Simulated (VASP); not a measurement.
# TlBr (Pm-3m) in VASP: further runs

Runs on TlBr. Level: PBEsol. Tasks: vibrations by perturbation theory.

Everything below comes from runs of VASP 6.6.1. Logs are shortened: lines on timing, memory, paths and dates and some standing lists are left out, and cuts for length are marked.

## 1. The cell of the first run

It takes space group Pm-3m (No. 221, cubic). Conventional cell: a = 3.914 Å, b = 3.914 Å, c = 3.914 Å, α = 90.00°, β = 90.00°, γ = 90.00°. Tl (site symmetry m-3m) has 8 Br at 3.39 Å and 6 Tl at 3.91 Å within 4.5 Å. Within 4.5 Å of Br (site symmetry m-3m) lie 8 Tl at 3.39 Å and 6 Br at 3.91 Å.

## 2. Vibrations by perturbation theory, PBEsol (phonons by finite displacements)

The input, INCAR:

```
SYSTEM = TlBr
PREC = Accurate
ENCUT = 500
EDIFF = 1E-8
ISMEAR = 0
SIGMA = 0.05
LREAL = .FALSE.
LASPH = .TRUE.
NELM = 120
ALGO = Normal
ISIF = 2
LWAVE = .FALSE.
LCHARG = .FALSE.
GGA = PS
NBANDS = 17
IBRION = 8
NSW = 1
GGA_COMPAT = .FALSE.
```

The input, KPOINTS:

```
regular mesh
0
G
  6 6 6
  0 0 0
```

The input, POSCAR:

```
TlBr
1.0
    3.9144927555      0.0000000000      0.0000000000
    0.0000000000      3.9144927555      0.0000000000
    0.0000000000      0.0000000000      3.9144927555
Tl Br
1 1
Direct
    0.0000000000      0.0000000000      0.0000000000
    0.5000000000      0.5000000000      0.5000000000
```

Potentials or basis: VASP PAW PBE potentials, release 64 (Tl_d, Br).

Started as:

```
cat potpaw_PBE.64/Tl_d/POTCAR potpaw_PBE.64/Br/POTCAR > POTCAR
mpirun -np 1 vasp_std > vasp.out
```

OUTCAR:

```text
SYSTEM = TlBr
   PREC = Accurate
   ENCUT = 500
   EDIFF = 1E-8
   ISMEAR = 0
   LREAL = .FALSE.
   LASPH = .TRUE.
   NELM = 120
   ISIF = 2
   GGA = PS
   IBRION = 8
   NSW = 1

 ion  position               nearest neighbor table
   1  0.000  0.000  0.000-   2 3.39   2 3.39   2 3.39   2 3.39   2 3.39   2 3.39   2 3.39   2 3.39

   2  0.500  0.500  0.500-   1 3.39   1 3.39   1 3.39   1 3.39   1 3.39   1 3.39   1 3.39   1 3.39

  LATTYP: Found a simple cubic cell.
 ALAT       =     3.9144927555

  Lattice vectors:

 A1 = (   3.9144927555,   0.0000000000,   0.0000000000)
 A2 = (   0.0000000000,   3.9144927555,   0.0000000000)
 A3 = (   0.0000000000,   0.0000000000,   3.9144927555)

Analysis of symmetry for initial positions (statically):
=====================================================================
 Subroutine PRICEL returns:
 Original cell was already a primitive cell.

 Routine SETGRP: Setting up the symmetry group for a
 simple cubic supercell.

 Subroutine GETGRP returns: Found 48 space group operations
 (whereof 48 operations were pure point group operations)
 out of a pool of 48 trial point group operations.

The static configuration has the point symmetry O_h .

Analysis of symmetry for dynamics (positions and initial velocities):
=====================================================================
 Subroutine PRICEL returns:
 Original cell was already a primitive cell.

 Routine SETGRP: Setting up the symmetry group for a
 simple cubic supercell.

 Subroutine GETGRP returns: Found 48 space group operations
 (whereof 48 operations were pure point group operations)
 out of a pool of 48 trial point group operations.

The dynamic configuration has the point symmetry O_h .

 Subroutine INISYM returns: Found 48 space group operations
 (whereof 48 operations are pure point group operations),
 and found     1 'primitive' translations

----------------------------------------------------------------------------------------

                                     Primitive cell

  volume of cell :      59.9828

  direct lattice vectors                    reciprocal lattice vectors
     3.914492755  0.000000000  0.000000000     0.255460940  0.000000000  0.000000000
     0.000000000  3.914492755  0.000000000     0.000000000  0.255460940  0.000000000
     0.000000000  0.000000000  3.914492755     0.000000000  0.000000000  0.255460940

  length of vectors
     3.914492755  3.914492755  3.914492755     0.255460940  0.255460940  0.255460940

  position of ions in fractional coordinates (direct lattice)
     0.000000000  0.000000000  0.000000000
     0.500000000  0.500000000  0.500000000

  ion indices of the primitive-cell ions
   primitive index   ion index
                 1           1
                 2           2

----------------------------------------------------------------------------------------

 KPOINTS: regular mesh

Automatic generation of k-mesh.
 Grid dimensions read from file:
 generate k-points for:    6    6    6

 Generating k-lattice:

  Cartesian coordinates                     Fractional coordinates (reciprocal lattice)
     0.042576823  0.000000000  0.000000000     0.166666667  0.000000000  0.000000000
     0.000000000  0.042576823  0.000000000     0.000000000  0.166666667  0.000000000
     0.000000000  0.000000000  0.042576823     0.000000000  0.000000000  0.166666667

  Length of vectors
     0.042576823  0.042576823  0.042576823

  Shift w.r.t. Gamma in fractional coordinates (k-lattice)
     0.000000000  0.000000000  0.000000000

 Subroutine IBZKPT returns following result:
 ===========================================

 Found     20 irreducible k-points:

 Following reciprocal coordinates:
            Coordinates               Weight
  0.000000  0.000000  0.000000      1.000000
  0.166667  0.000000  0.000000      6.000000
  0.333333  0.000000  0.000000      6.000000
  0.500000  0.000000  0.000000      3.000000
  0.166667  0.166667  0.000000     12.000000
  0.333333  0.166667  0.000000     24.000000
[... 12 lines left out ...]
  0.500000  0.500000  0.333333      6.000000
  0.500000  0.500000  0.500000      1.000000
   k-points           NKPTS =     20   k-points in BZ     NKDIM =     20   number of bands    NBANDS=     17
   number of dos      NEDOS =    301   number of ions     NIONS =      2
   total plane-waves  NPLWV =  27000
   dimension x,y,z NGX =    30 NGY =   30 NGZ =   30
   dimension x,y,z NGXF=    60 NGYF=   60 NGZF=   60
   ions per type =               1   1
   NGX,Y,Z   is equivalent  to a cutoff of  12.74, 12.74, 12.74 a.u.
   NGXF,Y,Z  is equivalent  to a cutoff of  25.48, 25.48, 25.48 a.u.
 SYSTEM =  TlBr
   PREC   = accura    normal or accurate (medium, high low for compatibility)
   ISTART =      0    job   : 0-new  1-cont  2-samecut
   ICHARG =      2    charge: 1-file 2-atom 10-const
   ISPIN  =      1    spin polarized calculation?
   LNONCOLLINEAR =      F non collinear calculations
   LSORBIT =      F    spin-orbit coupling
   LASPH  =      T    aspherical Exc in radial PAW
   ENCUT  =  500.0 eV  36.75 Ry    6.06 a.u.   7.14  7.14  7.14*2*pi/ulx,y,z
   NELM   =    120;   NELMIN=  2; NELMDL= -5     # of ELM steps
   EDIFF  = 0.1E-07   stopping-criterion for ELM
   LREAL  =      F    real-space projection
   EDIFFG = 0.1E-06   stopping-criterion for IOM
   NSW    =      1    number of steps for IOM
   IBRION =      8    ionic relax: 0-MD 1-quasi-New 2-CG
   NFREE  =      0    steps in history (QN), initial steepest desc. (CG)
   ISIF   =      2    stress and relaxation
   ISYM   =      2    0-nonsym 1-usesym 2-fastsym
   POTIM  = 0.5000    time-step for ionic-motion
   TEBEG  =    0.0;   TEEND  =   0.0 temperature during run
   PSTRESS=    0.0 pullay stress
   NELECT =      20.0000    total number of electrons
   NUPDOWN=      -1.0000    fix difference up-down
   EMIN   =  10.00;   EMAX   =-10.00  energy-range for DOS
   EFERMI =   0.00;   METHOD = LEGACY
   ISMEAR =     0;   SIGMA  =   0.05  broadening in eV -4-tet -1-fermi 0-gaus
   EFERMI_NEDOS =   21; number of points for ismear=-14 and -15
   IALGO  =     38    algorithm
   IMIX   =      4    mixing-type and parameters
     AMIX     =   0.40;   BMIX     =  1.00
     AMIX_MAG =   1.60;   BMIX_MAG =  1.00
  volume/ion in A,a.u.               =      29.99       202.39
  Fermi-wavevector in a.u.,A,eV,Ry     =   1.135209  2.145235 17.533835  1.288701
  Thomas-Fermi vector in A             =   2.271914
   LORBIT       =      0    0 simple, 1 ext, 2 COOP (PROOUT), +10 PAW based schemes
   GGA     = PS    functional components
   LHFCALC =     F    Hartree Fock is set to
   AEXX    =    0.0000 exact exchange contribution
   IVDW    =     0    specifies the selected vdW correction
   LEPSILON=     F    determine dielectric tensor
   LRPA    =     F    only Hartree local field effects (RPA)
 non-spin polarized calculation
 Gauss-broadening in eV      SIGMA  =   0.05
  energy-cutoff  :      500.00
  volume of cell :       59.98
 maximum number of plane-waves:      1568
 NGX is ok and might be reduce to    30
   NGX = 15   NGY = 15   NGZ = 15

--------------------------------------- Ionic step        1  -------------------------------------------

 number of electron      19.9999996 magnetization

 Free energy of the ion-electron system (eV)
  ---------------------------------------------------
  ext. energy  EPLUGINS =         0.00000000
  ---------------------------------------------------
  free energy    TOTEN  =        -6.03069406 eV

  energy without entropy =       -6.03069406  energy(sigma->0) =       -6.03069406

 E-fermi :   3.1095     XC(G=0):  -9.4207

 val. band max:        2.8062298119   @ k =   0.5000   0.0000   0.0000
 cond. band min:       4.3977031467   @ k =   0.5000   0.0000   0.0000
 fundamental gap:      1.5914733348
 Fermi energy:         3.1095030677

 k-point     1 :       0.0000    0.0000    0.0000
  band No.  band energies     occupation
      1     -11.2629      2.00000
      2      -7.3709      2.00000
      3      -7.3709      2.00000
      4      -7.1636      2.00000
      5      -7.1636      2.00000
      6      -7.1636      2.00000
[... 379 lines left out ...]
      6      -7.0942      2.00000
[... 9 lines left out ...]
     16      15.7593      0.00000
     17      19.3071      0.00000

------------------------ aborting loop because EDIFF is reached ----------------------------------------

  FORCE on cell =-STRESS in cart. coord.  units (eV):
  Direction    XX          YY          ZZ          XY          YZ          ZX
  --------------------------------------------------------------------------------------
  -------------------------------------------------------------------------------------
  Total       -0.0040423     -0.0040423     -0.0040423      0.0000000      0.0000000      0.0000000
  in kB       -0.1079730     -0.1079730     -0.1079730      0.0000000      0.0000000      0.0000000
  external PRESSURE =      -0.1079730 kB  Pullay stress =       0.0000000 kB

 VOLUME and BASIS-vectors are now :
 -----------------------------------------------------------------------------
  energy-cutoff  :      500.00
  volume of cell :       59.98
      direct lattice vectors                 reciprocal lattice vectors
     3.914492755  0.000000000  0.000000000     0.255460940  0.000000000  0.000000000
     0.000000000  3.914492755  0.000000000     0.000000000  0.255460940  0.000000000
     0.000000000  0.000000000  3.914492755     0.000000000  0.000000000  0.255460940

 POSITION                                       TOTAL-FORCE (eV/Angst)
 -----------------------------------------------------------------------------------
      0.00000      0.00000      0.00000         0.000000      0.000000      0.000000
      1.95725      1.95725      1.95725         0.000000      0.000000      0.000000
 -----------------------------------------------------------------------------------
    total drift:                                0.000000     -0.000000     -0.000000

  FREE ENERGIE OF THE ION-ELECTRON SYSTEM (eV)
  ---------------------------------------------------
  free  energy   TOTEN  =        -6.0306940635 eV

  energy  without entropy=       -6.0306940635  energy(sigma->0) =       -6.03069406

[... ionic steps 2 to 3 ...]

--------------------------------------- Ionic step        4  -------------------------------------------

------------------------ aborting loop because EDIFF is reached ----------------------------------------

[... ionic steps 5 to 6 ...]

--------------------------------------- Ionic step        7  -------------------------------------------

 Free energy of the ion-electron system (eV)
  ---------------------------------------------------
  ---------------------------------------------------
  free energy    TOTEN  =        -0.14148366 eV

  energy without entropy =       -0.14148366

------------------------ aborting loop because EDIFF is reached ----------------------------------------

 INTERNAL STRAIN TENSOR  FOR ION    2  DIRECTION 1   (eV/Angst):
 -----------------------------------------------------------------------------
    -0.00929 -0.00000  0.00000
     0.00000  0.01195  0.00000
    -0.00000  0.00000  0.01195

 INTERNAL STRAIN TENSOR FOR ION    2 for displacements in x,y,z  (eV/Angst):
          X           Y           Z          XY          YZ          ZX
  --------------------------------------------------------------------------------
  x     0.00000     0.00000     0.00000     0.00000     0.00000     0.00000
  y     0.00000     0.00000     0.00000     0.00000     0.00000     0.00000
  z     0.00000     0.00000     0.00000     0.00000     0.00000     0.00000

 SECOND DERIVATIVES (NOT SYMMETRIZED)
 ------------------------------------
               1X          1Y          1Z          2X          2Y          2Z
  1X    -0.305085    0.000000   -0.000000    0.305085   -0.000000    0.000000
  1Y     0.000000   -0.305085   -0.000000   -0.000000    0.305085    0.000000
  1Z     0.000000    0.000000   -0.305085   -0.000000   -0.000000    0.305085
  2X     0.314780    0.000000    0.000000   -0.314780   -0.000000   -0.000000
  2Y    -0.000000    0.314780    0.000000    0.000000   -0.314780   -0.000000
  2Z     0.000000    0.000000    0.314780   -0.000000   -0.000000   -0.314780

 Eigenvectors and eigenvalues of the dynamical matrix
 ----------------------------------------------------

   1 f  =    1.152258 THz     7.239850 2PiTHz   38.435187 cm-1     4.765354 meV
             X         Y         Z           dx          dy          dz
      0.000000  0.000000  0.000000    -0.524228    0.000000    0.000000
      1.957246  1.957246  1.957246     0.851578   -0.000000    0.000000
[... 21 lines left out ...]
   6 f/i=    0.008046 THz     0.050552 2PiTHz    0.268370 cm-1     0.033274 meV
             X         Y         Z           dx          dy          dz
      0.000000  0.000000  0.000000    -0.851578    0.000000    0.000000
      1.957246  1.957246  1.957246    -0.524228   -0.000000    0.000000

--------------------------------------------------------------------------------------------------------

 ELASTIC MODULI CONTR FROM IONIC RELAXATION (kBar)
 Direction    XX          YY          ZZ          XY          YZ          ZX
 --------------------------------------------------------------------------------
 XX           0.0000      0.0000      0.0000      0.0000      0.0000      0.0000
 YY           0.0000      0.0000      0.0000      0.0000      0.0000      0.0000
 ZZ           0.0000      0.0000      0.0000      0.0000      0.0000      0.0000
 XY           0.0000      0.0000      0.0000      0.0000      0.0000      0.0000
 YZ           0.0000      0.0000      0.0000      0.0000      0.0000      0.0000
 ZX           0.0000      0.0000      0.0000      0.0000      0.0000      0.0000
 --------------------------------------------------------------------------------
```

Wall time 97 s (1 thread of Intel Xeon Platinum 8488C (Sapphire Rapids), shared host); peak memory 0.26 GiB.

Results:

- Highest phonon frequency at Γ, LO-TO splitting left out: 38 cm⁻¹

Phonon frequencies in cm⁻¹ (negative: imaginary):
```
              q point     frequencies
(0.000, 0.000, 0.000)  0 0 0 38 38 38
```

Caveat: the cell differs from its parent crystal (phonons by finite displacements); the PAW data sets were made with another functional, which shifts forces and pressure a little; spin-orbit coupling is left out, which moves the levels of the heavy elements.

## 3. Vibrations by perturbation theory, PBEsol

The input, INCAR:

```
  PREC = Accurate
  ENCUT = 500
  EDIFF = 1E-8
  ISMEAR = 0
  SIGMA = 0.01
  LREAL = F
  LASPH = T
  NELM = 120
  ALGO = Normal
  ISIF = 2
  LWAVE = F
  LCHARG = F
  GGA = PS
  IBRION = 8
  NSW = 1
  LEPSILON = T
  GGA_COMPAT = F
```

The input, KPOINTS:

```
regular mesh
0
Gamma
  8 8 8
```

POSCAR is that of step 2.

Potentials or basis: VASP PAW PBE potentials, release 64 (Tl_d, Br).

Started as:

```
cat potpaw_PBE.64/Tl_d/POTCAR potpaw_PBE.64/Br/POTCAR > POTCAR
mpirun -np 1 vasp_std > vasp.out
```

OUTCAR:

```text
PREC = Accurate
   ENCUT = 500
   EDIFF = 1E-8
   ISMEAR = 0
   LREAL = F
   LASPH = T
   NELM = 120
   ISIF = 2
   GGA = PS
   IBRION = 8
   NSW = 1
   LEPSILON = T

 ion  position               nearest neighbor table
   1  0.000  0.000  0.000-   2 3.39   2 3.39   2 3.39   2 3.39   2 3.39   2 3.39   2 3.39   2 3.39

   2  0.500  0.500  0.500-   1 3.39   1 3.39   1 3.39   1 3.39   1 3.39   1 3.39   1 3.39   1 3.39
[... 739 lines left out ...]
      0.000000  0.000000  0.000000    -0.504301   -0.138731    0.000000
      1.957246  1.957246  1.957246     0.821783    0.226069    0.000000
[... 21 lines left out ...]
   6 f/i=    0.009800 THz     0.061576 2PiTHz    0.326898 cm-1     0.040530 meV
             X         Y         Z           dx          dy          dz
      0.000000  0.000000  0.000000    -0.633801    0.474067   -0.316213
      1.957246  1.957246  1.957246    -0.388943    0.290919   -0.194049

--------------------------------------------------------------------------------------------------------

 MACROSCOPIC STATIC DIELECTRIC TENSOR IONIC CONTRIBUTION
 ------------------------------------------------------
          44.512591    -0.000000     0.000000
          -0.000000    44.512591    -0.000000
           0.000000    -0.000000    44.512591
 ------------------------------------------------------

 ELASTIC MODULI CONTR FROM IONIC RELAXATION (kBar)
 Direction    XX          YY          ZZ          XY          YZ          ZX
 --------------------------------------------------------------------------------
 XX           0.0000      0.0000      0.0000      0.0000      0.0000      0.0000
 YY           0.0000      0.0000      0.0000      0.0000      0.0000      0.0000
 ZZ           0.0000      0.0000      0.0000      0.0000      0.0000      0.0000
 XY           0.0000      0.0000      0.0000      0.0000      0.0000      0.0000
 YZ           0.0000      0.0000      0.0000      0.0000      0.0000      0.0000
 ZX           0.0000      0.0000      0.0000      0.0000      0.0000      0.0000
 --------------------------------------------------------------------------------

 PIEZOELECTRIC TENSOR IONIC CONTR  for field in x, y, z        (C/m^2)
          XX          YY          ZZ          XY          YZ          ZX
  --------------------------------------------------------------------------------
  x     0.00000     0.00000     0.00000     0.00000     0.00000     0.00000
  y     0.00000     0.00000     0.00000     0.00000     0.00000     0.00000
  z     0.00000     0.00000     0.00000     0.00000     0.00000     0.00000
```

Wall time 4.3 min (1 thread of Intel Xeon Platinum 8488C (Sapphire Rapids), shared host); peak memory 0.32 GiB.

Results:

```yaml
Electronic_dielectric_tensor_diagonal: 6.69
Born_charges_mean_of_the_diagonal: Tl +2.17; Br -2.17 e
Highest_phonon_frequency_at_Γ_LO-TO_splitting_left_out: 39 cm⁻¹
```

Phonon frequencies in cm⁻¹ (negative: imaginary):
```
              q point     frequencies
(0.000, 0.000, 0.000)  0 0 0 39 39 39
```

Electronic dielectric tensor:
```
6.69 0.00 0.00
0.00 6.69 0.00
0.00 0.00 6.69
```

Born effective charge tensors (e):
atom 1, Tl
```
2.17 0.00 0.00
0.00 2.17 0.00
0.00 0.00 2.17
```
atom 2, Br
```
-2.17  0.00  0.00
 0.00 -2.17  0.00
 0.00  0.00 -2.17
```

Caveat: the PAW data sets were made with another functional, which shifts forces and pressure a little; spin-orbit coupling is left out, which moves the levels of the heavy elements.
